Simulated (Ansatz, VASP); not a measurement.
GaP in VASP and in Ansatz

Contents of INCAR:

```
ALGO = Normal
EDIFF = 1E-6
ENCUT = 500
GGA = PS
GGA_COMPAT = False
ISIF = 2
ISMEAR = -1
LASPH = True
LCHARG = False
LREAL = False
LWAVE = False
NBANDS = 16
NELM = 120
PREC = Accurate
SIGMA = 0.02
```

File KPOINTS:

```
k-points
0
Gamma
  3 3 3
```

POSCAR

```
GaP
1.0
    0.0000000000      2.5585353464      2.5585353464
    2.5585353464      0.0000000000      2.5585353464
    2.5585353464      2.5585353464      0.0000000000
Ga P
1 1
Direct
    0.0000000000      0.0000000000      0.0000000000
    0.5000000000      0.5000000000      0.5000000000
```

Input for Ansatz:

```yaml
crystal:
  lattice:
    - [0.0, 2.5585353464, 2.5585353464]
    - [2.5585353464, 0.0, 2.5585353464]
    - [2.5585353464, 2.5585353464, 0.0]
  atoms:
    - { symbol: Ga, position: [0.0, 0.0, 0.0] }
    - { symbol: P, position: [0.5, 0.5, 0.5] }
kpoints:
  mp_grid: { grid: [3, 3, 3] }
hamiltonian:
  xc: pbesol
scf:
  occupations: { method: fermi_dirac, width: 0.02 }
  n_extra_bands: 4
output:
  forces: true
  stress: true
  eigenvalues: true
```

Alike in both runs: task single point; functional PBEsol; k mesh 3 × 3 × 3; occupations fermi-dirac, width 0.02 eV; no spin polarisation.

|  | VASP | Ansatz |
| --- | --- | --- |
| version | VASP 6.6.1 | Ansatz 0.2.0 |
| potentials or method | VASP PAW PBE potentials, release 64 (Ga_d, P) | plane waves |
| plane-wave cutoff (eV) | 500 | 420 |
| valence electrons in the cell | 18 | 18 |

```csv
,VASP,Ansatz,Ansatz less VASP
pressure (GPa),1.2,1.1,-0.08
```

VASP's potentials were made for PBE, not for PBEsol.

The k mesh is coarse, so the values compare programs but aren't converged.
